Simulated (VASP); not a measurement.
# Hf2Si (I4/mcm) in VASP: further runs, part 2 of 2

VASP 6.6.1. Earlier steps stand in the parts before.

### Step 5. Single point, PBEsol (volume scaled by 1.06, then relaxed in part)

Input file INCAR:

```
PREC     = Accurate       # precision mode
ENCUT    = 520            # plane-wave cutoff, eV
EDIFF    = 1E-6           # SCF threshold, eV
ISMEAR   = 0              # smearing method
SIGMA    = 0.1            # smearing width, eV
LREAL    = False          # projectors in reciprocal space
LASPH    = True           # aspherical terms in the spheres
NELM     = 60             # most SCF steps
ALGO     = Fast           # electronic algorithm
ISIF     = 2              # what is computed and relaxed
LWAVE    = False          # write WAVECAR
LCHARG   = True           # write CHGCAR
GGA      = PS             # functional
LELF     = True           # ELF
LVHAR    = True         
NBANDS   = 33             # bands
```

Input file KPOINTS:

```
regular mesh
0
Gamma
  10 10 10
```

Input file POSCAR:

```
Hf2Si
1.0
   -3.3198754665      3.3198754665      2.6209331434
    3.3198754665     -3.3198754665      2.6209331434
    3.3198754665      3.3198754665     -2.6209331434
Hf Si
4 2
Direct
    0.8431604606      0.6568395394      0.5000000000
    0.3431604606      0.8431604606      0.1863209212
    0.1568395394      0.3431604606      0.5000000000
    0.6568395394      0.1568395394      0.8136790789
    0.7500000000      0.7500000000      0.0000000000
    0.2500000000      0.2500000000      0.0000000000
```

Potentials or basis: VASP PAW PBE potentials, release 64 (Hf_pv, Si).

Run with:

```bash
$ cat potpaw_PBE.64/Hf_pv/POTCAR potpaw_PBE.64/Si/POTCAR > POTCAR
$ mpirun -np 1 vasp_std > vasp.out
```

OUTCAR:

```text
PREC = Accurate
   ENCUT = 520
   EDIFF = 1E-6
   ISMEAR = 0
   LREAL = False
   LASPH = True
   NELM = 60
   ISIF = 2
   GGA = PS

 ion  position               nearest neighbor table
   1  0.843  0.657  0.500-   6 2.83   5 2.83   5 2.83   6 2.83   3 2.95   3 3.15   3 3.15   2 3.35
                             2 3.35   4 3.35   4 3.35   4 3.54   2 3.54   2 3.54   4 3.54
   2  0.343  0.843  0.186-   6 2.83   5 2.83   6 2.83   5 2.83   4 2.95   4 3.15   4 3.15   1 3.35
                             1 3.35   3 3.35   3 3.35   3 3.54   1 3.54   3 3.54   1 3.54
   3  0.157  0.343  0.500-   6 2.83   6 2.83   5 2.83   5 2.83   1 2.95   1 3.15   1 3.15   2 3.35
                             2 3.35   4 3.35   4 3.35   4 3.54   2 3.54   2 3.54   4 3.54
   4  0.657  0.157  0.814-   6 2.83   5 2.83   5 2.83   6 2.83   2 2.95   2 3.15   2 3.15   1 3.35
                             3 3.35   1 3.35   3 3.35   1 3.54   3 3.54   3 3.54   1 3.54
   5  0.750  0.750  0.000-   6 2.62   6 2.62   4 2.83   4 2.83   2 2.83   3 2.83   3 2.83   1 2.83
                             1 2.83   2 2.83
   6  0.250  0.250  0.000-   5 2.62   5 2.62   4 2.83   4 2.83   2 2.83   3 2.83   3 2.83   1 2.83
                             1 2.83   2 2.83

  LATTYP: Found a body centered tetragonal cell.
 ALAT       =     6.6397509330
 C/A-ratio  =     0.7894673068

  Lattice vectors:

 A1 = (  -3.3198754665,   3.3198754665,   2.6209331434)
 A2 = (   3.3198754665,  -3.3198754665,   2.6209331434)
 A3 = (   3.3198754665,   3.3198754665,  -2.6209331434)

Analysis of symmetry for initial positions (statically):
=====================================================================
 Subroutine PRICEL returns:
 Original cell was already a primitive cell.

 Routine SETGRP: Setting up the symmetry group for a
 body centered tetragonal supercell.

 Subroutine GETGRP returns: Found 16 space group operations
 (whereof  8 operations were pure point group operations)
 out of a pool of 16 trial point group operations.

The static configuration has the point symmetry C_4h.
 The point group associated with its full space group is D_4h.

Analysis of symmetry for dynamics (positions and initial velocities):
=====================================================================
[... 146 lines left out ...]
   AEXX    =    0.0000 exact exchange contribution
   IVDW    =     0    specifies the selected vdW correction
   LEPSILON=     F    determine dielectric tensor
   LRPA    =     F    only Hartree local field effects (RPA)
 non-spin polarized calculation
 RMM-DIIS sequential band-by-band and
 Gauss-broadening in eV      SIGMA  =   0.10
  energy-cutoff  :      520.00
  volume of cell :      115.55
 maximum number of plane-waves:      3154
   NGX = 19   NGY = 19   NGZ = 19

 number of electron      48.0000004 magnetization

 Free energy of the ion-electron system (eV)
  ---------------------------------------------------
  ext. energy  EPLUGINS =         0.00000000
  ---------------------------------------------------
  free energy    TOTEN  =       -58.13003052 eV

  energy without entropy =      -58.11761515  energy(sigma->0) =      -58.12382284

 E-fermi :   5.6659     XC(G=0): -11.4612

 val. band max:        5.6553002133   @ k =   0.5000   0.1000  -0.0000
 cond. band min:       5.6678418446   @ k =  -0.1000  -0.2000   0.1000
 fundamental gap:      0.0125416313
 Fermi energy:         5.6658993456

 k-point     1 :       0.0000    0.0000    0.0000
  band No.  band energies     occupation
      1     -24.7080      2.00000
      2     -24.7000      2.00000
      3     -24.6170      2.00000
      4     -24.6170      2.00000
      5     -24.5854      2.00000
      6     -24.5854      2.00000
[... 853 lines left out ...]
     32       9.7117      0.00000
     33       9.8245      0.00000

 [... further k-points ...]

------------------------ aborting loop because EDIFF is reached ----------------------------------------

  FORCE on cell =-STRESS in cart. coord.  units (eV):
  Direction    XX          YY          ZZ          XY          YZ          ZX
  --------------------------------------------------------------------------------------
  -------------------------------------------------------------------------------------
  Total       -5.7482536     -5.7482536     -5.8013281      0.0000000     -0.0000000      0.0000000
  in kB      -79.7052596    -79.7052596    -80.4411901      0.0000000     -0.0000000      0.0000000
  external PRESSURE =     -79.9505697 kB  Pullay stress =       0.0000000 kB

 VOLUME and BASIS-vectors are now :
 -----------------------------------------------------------------------------
  energy-cutoff  :      520.00
  volume of cell :      115.55
      direct lattice vectors                 reciprocal lattice vectors
    -3.319875467  3.319875467  2.620933143     0.000000000  0.150608059  0.190771749
     3.319875467 -3.319875467  2.620933143     0.150608059  0.000000000  0.190771749
     3.319875467  3.319875467 -2.620933143     0.150608059  0.150608059  0.000000000

 POSITION                                       TOTAL-FORCE (eV/Angst)
 -----------------------------------------------------------------------------------
      1.04138      2.27850      2.62093         0.002290     -0.002290     -0.000000
      2.27850     -1.04138      2.62093        -0.002290     -0.002290      0.000000
      2.27850      1.04138      0.00000        -0.002290      0.002290      0.000000
      1.04138      4.36125     -0.00000         0.002290      0.002290     -0.000000
      0.00000      0.00000      3.93140         0.000000     -0.000000     -0.000000
      0.00000      0.00000      1.31047         0.000000     -0.000000     -0.000000
 -----------------------------------------------------------------------------------
    total drift:                               -0.000000     -0.000000      0.000000

  FREE ENERGIE OF THE ION-ELECTRON SYSTEM (eV)
  ---------------------------------------------------
  free  energy   TOTEN  =       -58.1300305245 eV

  energy  without entropy=      -58.1176151478  energy(sigma->0) =      -58.12382284
```

stdout:

```text
POSCAR found type information on POSCAR HfSi
 POSCAR found :  2 types and       6 ions
 scaLAPACK will be used
 -----------------------------------------------------------------------------
|                                                                             |
|                                                                             |
|     You enforced a specific xc type in the INCAR file but a different       |
|     I HOPE YOU KNOW WHAT YOU ARE DOING!                                     |
|                                                                             |
 -----------------------------------------------------------------------------

 LDA part: xc-table for (Slater+PW92), standard interpolation
 POSCAR, INCAR and KPOINTS ok, starting setup
 FFT: planning ... GRIDC
 FFT: planning ... GRID_SOFT
 FFT: planning ... GRID
 WAVECAR not read
 entering main loop
```

It took 8.8 min on 1 thread of AMD EPYC 9R45 (Zen 5), shared host; peak memory 0.42 GiB.

What came out:

- Free energy: -58.1300 eV
- Pressure: -8.0 GPa
- Largest force: 0.003 eV/Å
- Band gap on the k mesh: zero (band 24 reaches 6.21 eV, above the bottom of band 25 at 5.45 eV)

Forces on the atoms (eV/Å):
```
Hf   0.002 -0.002  0.000
Hf  -0.002 -0.002  0.000
Hf  -0.002  0.002  0.000
Hf   0.002  0.002  0.000
Si   0.000  0.000  0.000
Si   0.000  0.000  0.000
```

Levels at points of the mesh, in eV from the Fermi level:
```
           k point  band 20  band 21  band 22  band 23  band 24  band 25  band 26  band 27  band 28  band 29
(0.00, 0.00, 0.00)    -1.39    -1.21    -1.21    -0.96    -0.91     1.91     1.98     1.99     2.44     2.44
(0.50, 0.00, 0.00)    -1.05    -0.72    -0.72    -0.49    -0.49     0.15     0.15     1.91     1.91     3.09
(0.50, 0.50, 0.00)    -2.05    -1.37    -1.07    -0.66    -0.47     1.27     1.29     1.60     2.07     2.79
(0.50, 0.50, 0.50)    -1.95    -0.86    -0.41     0.02     0.31     0.37     0.37     1.31     1.40     1.68
```

Caveat: the cell differs from its parent crystal (volume scaled by 1.06, then relaxed in part); the PAW data sets were made with another functional, which shifts forces and pressure a little; spin-orbit coupling is left out, which moves the levels of the heavy elements.

### Step 6. Relaxation of cell and atoms, PBEsol, target pressure 90 GPa, at which the enthalpy is minimised

This run uses another cell than the first one, of 13.41 Å³/atom, 0.738 times its volume.

Input file INCAR:

```
ALGO = Fast ; EDIFF = 1E-6
EDIFFG = -0.008 ; ENCUT = 600
GGA = PS ; IBRION = 2
ISIF = 3 ; ISMEAR = 0
LASPH = True ; LCHARG = False
LREAL = False ; LWAVE = False
NELM = 80 ; NSW = 70
PREC = Accurate ; PSTRESS = 900.0
SIGMA = 0.1
```

Input file KPOINTS:

```
k-points
0
Gamma
  10 10 10
```

Input file POSCAR:

```
Hf2Si
1.0
   -2.9281055814      2.9281055814      2.3453645048
    2.9281055814     -2.9281055814      2.3453645048
    2.9281055814      2.9281055814     -2.3453645048
Hf Si
4 2
Direct
    0.8451825158      0.6548174842      0.5000000000
    0.3451825158      0.8451825158      0.1903650316
    0.1548174842      0.3451825158      0.5000000000
    0.6548174842      0.1548174842      0.8096349684
    0.7500000000      0.7500000000      0.0000000000
    0.2500000000      0.2500000000      0.0000000000
```

Potentials or basis: VASP PAW PBE potentials, release 64 (Hf_pv, Si).

Run with:

```bash
$ cat potpaw_PBE.64/Hf_pv/POTCAR potpaw_PBE.64/Si/POTCAR > POTCAR
$ mpirun -np 1 vasp_std > vasp.out
```

Run time: 29 min. Hardware: 1 thread of Oxide Virtual Turin-like, shared host; peak memory 0.38 GiB.

It converged, with:

```yaml
Free_energy: -51.6215 eV
Relaxed_volume: 13.05 Å³/atom
Relaxed_cell: a = 4.710 Å, b = 4.710 Å, c = 4.710 Å, α = 104.44°, β = 104.44°, γ = 120.09°
Space_group_after_relaxing_to_0.05_Å: I4/mcm (No. 140)
Energy_change_on_relaxing_the_enthalpy_is_what_falls: +182.5 meV/atom
Ionic_steps: 10
Pressure_after_relaxing: 90.0 GPa
Band_gap_on_the_k_mesh: zero (band 24 reaches 9.59 eV, above the bottom of band 25 at 8.42 eV)
```

The path:
```tsv
step	energy change (eV)	largest force (eV/Å)	pressure (GPa)	volume (Å³)
1	0.0000	0.3157	79.70	80.43
2	6.4585	0.5075	141.54	70.81
3	1.0278	0.3569	90.00	78.48
4	1.0792	0.3578	90.50	78.39
5	1.0941	0.0288	90.08	78.33
6	1.0967	0.0605	90.05	78.33
7	1.0776	0.0088	89.82	78.36
8	1.0807	0.0031	89.85	78.35
9	1.1430	0.0108	90.46	78.24
10	1.0951	0.0001	90.01	78.33
```

Final structure:
```
CELL_PARAMETERS angstrom
-2.88555 2.88555 2.35182
2.88555 -2.88555 2.35182
2.88555 2.88555 -2.35182
ATOMIC_POSITIONS crystal
Hf 0.84731 0.65269 0.50000
Hf 0.34731 0.84731 0.19462
Hf 0.15269 0.34731 0.50000
Hf 0.65269 0.15269 0.80538
Si 0.75000 0.75000 0.00000
Si 0.25000 0.25000 0.00000
```

Levels at points of the mesh, in eV from the Fermi level:
| k point | band 22 | band 23 | band 24 | band 25 | band 26 | band 27 |
| --- | --- | --- | --- | --- | --- | --- |
| (0.00, 0.00, 0.00) | -1.39 | -1.39 | -0.96 | 2.28 | 2.74 | 2.99 |
| (0.50, 0.00, 0.00) | -1.23 | -0.98 | -0.98 | 1.09 | 1.09 | 2.16 |
| (0.50, 0.50, 0.00) | -1.92 | -0.06 | 0.35 | 1.20 | 1.83 | 2.00 |
| (0.50, 0.50, 0.50) | -0.60 | 0.01 | 0.40 | 0.40 | 0.47 | 1.33 |

Caveat: the cell is relaxed towards a set pressure, so the enthalpy falls and the energy may rise; the PAW data sets were made with another functional, which shifts forces and pressure a little; spin-orbit coupling is left out, which moves the levels of the heavy elements.

### Step 7. Summary

```csv
task,cell,cutoff (eV),gap on the mesh (eV),pressure (GPa),largest force (eV/Å)
single point,"a = 5.273 Å, angles 103.8, 103.8, 121.6°, 6 atoms",520,none,-0.2,0.01
single point,"a = 5.303 Å, angles 103.7, 103.7, 121.7°, 6 atoms",520,none,-2.6,0.01
single point,"a = 5.326 Å, angles 103.7, 103.7, 121.7°, 6 atoms",520,none,-4.4,0.01
single point,"a = 5.377 Å, angles 103.7, 103.7, 121.7°, 6 atoms",520,none,-8.0,-
relaxation of cell and atoms,"relaxed to 90 GPa from a = 4.759 Å, angles 104.1, 104.1, 120.9°, 6 atoms",600,none,90.0,-
```

Alike in all rows: level PBEsol; potentials or basis VASP PAW PBE potentials, release 64 (Hf_pv, Si); no spin polarisation; k mesh 10 × 10 × 10; smearing gaussian 0.1 eV.

Caveats: the PAW data sets were made with another functional, which shifts forces and pressure a little; spin-orbit coupling is left out, which moves the levels of the heavy elements; the cell is relaxed towards a set pressure, so the enthalpy falls and the energy may rise (some runs).

Total energies depend on the potentials used, so only differences within one code and one set of settings carry meaning.
